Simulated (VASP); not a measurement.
# CdTe (F-43m) in VASP: notebook

The runs below take CdTe through G0W0 quasiparticle levels, with LDA.

All numbers are computed with VASP 6.6.1; they aren't measurements. Logs are shortened: lines on timing, memory, paths and dates and some standing lists are left out, and cuts for length are marked.

### Step 1. The cell of the first run

It takes space group F-43m (No. 216, cubic). The conventional cell has a = 6.560 Å, b = 6.560 Å, c = 6.560 Å, α = 90.00°, β = 90.00°, γ = 90.00°. Cd (site symmetry -43m) has 4 Te at 2.84 Å within 3.7 Å. Te (site symmetry -43m) has 4 Cd at 2.84 Å within 3.7 Å.

### Step 2. G0W0 quasiparticle levels, LDA

POSCAR reads:

```
CdTe
1.0
    0.0000000000      3.2799551172      3.2799551172
    3.2799551172      0.0000000000      3.2799551172
    3.2799551172      3.2799551172      0.0000000000
Cd Te
1 1
Direct
    0.0000000000      0.0000000000      0.0000000000
    0.2500000000      0.2500000000      0.2500000000
```

INCAR.step1 reads:

```
PREC = Accurate
ENCUT = 500
EDIFF = 1E-8
ISMEAR = 0
SIGMA = 0.01
LREAL = F
LASPH = T
NELM = 80
ALGO = Normal
LWAVE = T
LCHARG = F
```

INCAR.step2 reads:

```
PREC = Accurate
ENCUT = 500
EDIFF = 1E-8
ISMEAR = 0
SIGMA = 0.01
LREAL = F
LASPH = T
NELM = 1
ALGO = Exact
LWAVE = T
LCHARG = F
NBANDS = 69
LOPTICS = T
ISTART = 1
```

INCAR.step3 reads:

```
PREC = Accurate
ENCUT = 500
EDIFF = 1E-8
ISMEAR = 0
SIGMA = 0.01
LREAL = F
LASPH = T
ALGO = EVGW0
LWAVE = F
LCHARG = F
NELMGW = 1
NBANDS = 69
ENCUTGW = 80.0
NOMEGA = 48
PRECFOCK = Fast
ISTART = 1
NBANDSGW = 17
```

KPOINTS reads:

```
regular mesh
0
Gamma
  2 2 2
```

Potentials or basis: VASP PAW LDA potentials, release 64 (Cd_GW, Te_GW).

Launch:

```console
$ cat potpaw_LDA.64/Cd_GW/POTCAR potpaw_LDA.64/Te_GW/POTCAR > POTCAR
$ cp INCAR.step1 INCAR
$ mpirun -np 1 vasp_std > vasp.out
$ cp INCAR.step2 INCAR
$ mpirun -np 1 vasp_std > vasp.out
$ cp INCAR.step3 INCAR
$ mpirun -np 1 vasp_std > vasp.out
```

OUTCAR:

```text
PREC = Accurate
   ENCUT = 500
   EDIFF = 1E-8
   ISMEAR = 0
   LREAL = F
   LASPH = T
   NELMGW = 1
   ENCUTGW = 80.0
   PRECFOCK = Fast
   ISTART = 1

 ion  position               nearest neighbor table
   1  0.000  0.000  0.000-   2 2.84   2 2.84   2 2.84   2 2.84
   2  0.250  0.250  0.250-   1 2.84   1 2.84   1 2.84   1 2.84

  LATTYP: Found a face centered cubic cell.
 ALAT       =     6.5599102344

  Lattice vectors:

 A1 = (   0.0000000000,   3.2799551172,   3.2799551172)
 A2 = (   3.2799551172,   0.0000000000,   3.2799551172)
 A3 = (   3.2799551172,   3.2799551172,   0.0000000000)

Analysis of symmetry for initial positions (statically):
=====================================================================
 Subroutine PRICEL returns:
 Original cell was already a primitive cell.

 Routine SETGRP: Setting up the symmetry group for a
 face centered cubic supercell.

 Subroutine GETGRP returns: Found 24 space group operations
 (whereof 24 operations were pure point group operations)
 out of a pool of 48 trial point group operations.

The static configuration has the point symmetry T_d .

Analysis of symmetry for dynamics (positions and initial velocities):
=====================================================================
 Subroutine PRICEL returns:
 Original cell was already a primitive cell.

 Routine SETGRP: Setting up the symmetry group for a
 face centered cubic supercell.

 Subroutine GETGRP returns: Found 24 space group operations
 (whereof 24 operations were pure point group operations)
 out of a pool of 48 trial point group operations.

The dynamic configuration has the point symmetry T_d .

 Subroutine INISYM returns: Found 24 space group operations
 (whereof 24 operations are pure point group operations),
 and found     1 'primitive' translations

----------------------------------------------------------------------------------------

                                     Primitive cell

  volume of cell :      70.5722

  direct lattice vectors                    reciprocal lattice vectors
     0.000000000  3.279955117  3.279955117    -0.152441110  0.152441110  0.152441110
     3.279955117  0.000000000  3.279955117     0.152441110 -0.152441110  0.152441110
     3.279955117  3.279955117  0.000000000     0.152441110  0.152441110 -0.152441110

  length of vectors
     4.638557011  4.638557011  4.638557011     0.264035748  0.264035748  0.264035748

  position of ions in fractional coordinates (direct lattice)
     0.000000000  0.000000000  0.000000000
     0.250000000  0.250000000  0.250000000

  ion indices of the primitive-cell ions
   primitive index   ion index
                 1           1
                 2           2

----------------------------------------------------------------------------------------

 KPOINTS: regular mesh

Automatic generation of k-mesh.
 Grid dimensions read from file:
 generate k-points for:    2    2    2

 Generating k-lattice:

  Cartesian coordinates                     Fractional coordinates (reciprocal lattice)
    -0.076220555  0.076220555  0.076220555     0.500000000  0.000000000  0.000000000
     0.076220555 -0.076220555  0.076220555     0.000000000  0.500000000  0.000000000
     0.076220555  0.076220555 -0.076220555     0.000000000  0.000000000  0.500000000

  Length of vectors
     0.132017874  0.132017874  0.132017874

  Shift w.r.t. Gamma in fractional coordinates (k-lattice)
     0.000000000  0.000000000  0.000000000

 Subroutine IBZKPT returns following result:
 ===========================================

 Found      3 irreducible k-points:

 Following reciprocal coordinates:
            Coordinates               Weight
  0.000000  0.000000  0.000000      1.000000
  0.500000  0.000000  0.000000      4.000000
  0.500000  0.500000  0.000000      3.000000
   k-points           NKPTS =      3   k-points in BZ     NKDIM =      8   number of bands    NBANDS=     69
   number of dos      NEDOS =    301   number of ions     NIONS =      2
   total plane-waves  NPLWV =  46656
   dimension x,y,z NGX =    36 NGY =   36 NGZ =   36
   dimension x,y,z NGXF=    72 NGYF=   72 NGZF=   72
   ions per type =               1   1
   NGX,Y,Z   is equivalent  to a cutoff of  12.90, 12.90, 12.90 a.u.
   NGXF,Y,Z  is equivalent  to a cutoff of  25.80, 25.80, 25.80 a.u.
 SYSTEM =  unknown system
   PREC   = accura    normal or accurate (medium, high low for compatibility)
   ISTART =      1    job   : 0-new  1-cont  2-samecut
   ICHARG =      0    charge: 1-file 2-atom 10-const
   ISPIN  =      1    spin polarized calculation?
   LNONCOLLINEAR =      F non collinear calculations
   LSORBIT =      F    spin-orbit coupling
   LASPH  =      T    aspherical Exc in radial PAW
   ENCUT  =  500.0 eV  36.75 Ry    6.06 a.u.   8.46  8.46  8.46*2*pi/ulx,y,z
   NELM   =     60;   NELMIN=  2; NELMDL=  0     # of ELM steps
   EDIFF  = 0.1E-07   stopping-criterion for ELM
   LREAL  =      F    real-space projection
   EDIFFG = 0.1E-06   stopping-criterion for IOM
   NSW    =      0    number of steps for IOM
   IBRION =     -1    ionic relax: 0-MD 1-quasi-New 2-CG
   NFREE  =      0    steps in history (QN), initial steepest desc. (CG)
   ISIF   =      0    stress and relaxation
   ISYM   =      3    0-nonsym 1-usesym 2-fastsym
   POTIM  = 0.5000    time-step for ionic-motion
   TEBEG  =    0.0;   TEEND  =   0.0 temperature during run
   PSTRESS=    0.0 pullay stress
   NELECT =      18.0000    total number of electrons
   NUPDOWN=      -1.0000    fix difference up-down
   EMIN   =  10.00;   EMAX   =-10.00  energy-range for DOS
   EFERMI =   0.00;   METHOD = LEGACY
   ISMEAR =     0;   SIGMA  =   0.01  broadening in eV -4-tet -1-fermi 0-gaus
   EFERMI_NEDOS =   21; number of points for ismear=-14 and -15
   IALGO  =     38    algorithm
   IMIX   =      4    mixing-type and parameters
     AMIX     =   0.40;   BMIX     =  1.00
     AMIX_MAG =   1.60;   BMIX_MAG =  1.00
  volume/ion in A,a.u.               =      35.29       238.12
  Fermi-wavevector in a.u.,A,eV,Ry     =   1.038216  1.961944 14.665621  1.077893
  Thomas-Fermi vector in A             =   2.172690
   LORBIT       =      0    0 simple, 1 ext, 2 COOP (PROOUT), +10 PAW based schemes
   GGA     = CA    functional components
   LHFCALC =     T    Hartree Fock is set to
   PRECFOCK=fast      Normal, Fast or Accurate (Low or Medium for compatibility)
   ENCUT4O =  -1.0   cutoff for four orbital integrals eV
   NKREDX  =     1    reduce k-point grid by
   NKREDY  =     1    reduce k-point grid by
   NKREDZ  =     1    reduce k-point grid by
   AEXX    =    1.0000 exact exchange contribution
   HFSCREEN=    0.0000 screening length (either q_TF or 0.3 A-1)
   HFSCREENC=   0.0000 screening length for correlation (either q_TF or 0.3 A-1)
   ENCUTFOCK=  -1.0 apply spherical cutoff to Coloumb kernel
   IVDW    =     0    specifies the selected vdW correction
   LEPSILON=     F    determine dielectric tensor
   LRPA    =     F    only Hartree local field effects (RPA)
   LRPAFORCE           =     F    calculate RPA forces
   ENCUTGW             =  80.0    cutoff for response function in eV
   ENCUTGWSOFT         =  64.0    soft cutoff for Coulomb kernel in GW response function in eV
   ENCUTLF             =  -1.0    cutoff for local field effects
   NELMGW              =     1    number of iterations in solving QP/BSE equation
   NELMHF              =     1    number of iterations in the inner HF iteration
   NKREDLFX            =     1    NKREDLFY  =   1   NKREDLFZ  =   1
 non-spin polarized calculation
 Gauss-broadening in eV      SIGMA  =   0.01
  energy-cutoff  :      500.00
  volume of cell :       70.57
 maximum number of plane-waves:      1807
 NGX is ok and might be reduce to    36
  NGX = 18; NGY = 18; NGZ = 18
   NGX = 17   NGY = 17   NGZ = 17
 maximum number of plane-waves:       120
 NGX is ok and might be reduce to    14

 QP shifts <psi_nk| G(iteration)W_0 |psi_nk>: iteration 1
 for sc-GW calculations column KS-energies equals QP-energies in previous step
 and V_xc(KS)=  KS-energies - (<T + V_ion + V_H > + <T+V_H+V_ion>^1  + <V_x>^1)

 k-point   1 :       0.0000    0.0000    0.0000
  band No.  KS-energies  QP-energies   sigma(KS)   V_xc(KS)     V^pw_x(r,r')   Z            occupation Imag(sigma)

      1      -7.9594      -7.8255     -10.9861     -11.1816     -17.1201       0.6846       2.0000       1.0829
      2      -5.4992      -6.6776     -16.9735     -15.3215     -23.0540       0.7133       2.0000       0.6010
      3      -5.4992      -6.6776     -16.9735     -15.3215     -23.0540       0.7133       2.0000       0.6010
      4      -5.4992      -6.6776     -16.9735     -15.3215     -23.0540       0.7133       2.0000       0.6010
      5      -5.2865      -6.4832     -17.1891     -15.5145     -23.2051       0.7146       2.0000       0.5483
      6      -5.2865      -6.4832     -17.1891     -15.5145     -23.2051       0.7146       2.0000       0.5483
[... 9 lines left out ...]
     16      12.2712      12.7234      -8.3990      -8.9666      -3.7916       0.7967       0.0000      -0.2703
     17      12.6873      12.9095      -6.6814      -6.9563      -1.7618       0.8082       0.0000      -0.3754

 k-point   2 :       0.5000    0.0000    0.0000
  band No.  KS-energies  QP-energies   sigma(KS)   V_xc(KS)     V^pw_x(r,r')   Z            occupation Imag(sigma)

      1      -7.5952      -7.6527     -12.0742     -11.9889     -18.1156       0.6748       2.0000       0.9178
      2      -5.4462      -6.6324     -17.0389     -15.3803     -23.1078       0.7152       2.0000       0.5937
      3      -5.4462      -6.6324     -17.0389     -15.3803     -23.1078       0.7152       2.0000       0.5937
      4      -5.2775      -6.4811     -17.2116     -15.5384     -23.2378       0.7194       2.0000       0.5510
      5      -5.2775      -6.4811     -17.2116     -15.5384     -23.2378       0.7194       2.0000       0.5510
      6      -4.9109      -5.9708     -16.5648     -15.1295     -22.4138       0.7385       2.0000       0.6043
[... 9 lines left out ...]
     16      13.0206      13.5226      -8.1005      -8.7336      -3.1242       0.7930       0.0000      -0.3563
     17      13.8651      14.5950      -8.3048      -9.2402      -3.1866       0.7804       0.0000      -0.3918

 k-point   3 :       0.5000    0.5000    0.0000
  band No.  KS-energies  QP-energies   sigma(KS)   V_xc(KS)     V^pw_x(r,r')   Z            occupation Imag(sigma)

      1      -7.4884      -7.6190     -12.4763     -12.2839     -18.5023       0.6789       2.0000       0.8848
      2      -5.3717      -6.5497     -16.9492     -15.3040     -22.9337       0.7160       2.0000       0.5452
      3      -5.3600      -6.5633     -17.2059     -15.5276     -23.2826       0.7170       2.0000       0.5963
      4      -5.3600      -6.5633     -17.2059     -15.5276     -23.2826       0.7170       2.0000       0.5963
      5      -5.2593      -6.4611     -17.2263     -15.5563     -23.2508       0.7197       2.0000       0.5470
      6      -4.7620      -5.7416     -16.2158     -14.9036     -21.9742       0.7465       2.0000       0.6117
[... 9 lines left out ...]
     16      14.4025      14.9048      -8.3522      -8.9896      -3.5321       0.7879       0.0000      -0.3275
     17      14.4025      14.9048      -8.3522      -8.9896      -3.5321       0.7879       0.0000      -0.3275
```

Run time: 34 s. Hardware: 1 thread of Intel Xeon Platinum 8559C (Emerald Rapids), shared host; peak memory 0.6 GiB.

What came out:

```yaml
Band_gap_on_the_k_mesh_mean-field_level: 0.25 eV, direct
Quasiparticle_gap: 1.10 eV
Least_direct_quasiparticle_gap: 1.10 eV
```

Caveat: the k points lie up to 0.83 Å⁻¹ apart; bands, screening cutoff and mesh are small and nothing is extrapolated, so the quasiparticle values aren't converged; spin-orbit coupling is left out, which moves the levels of the heavy elements.

[end of part 1 of 2]
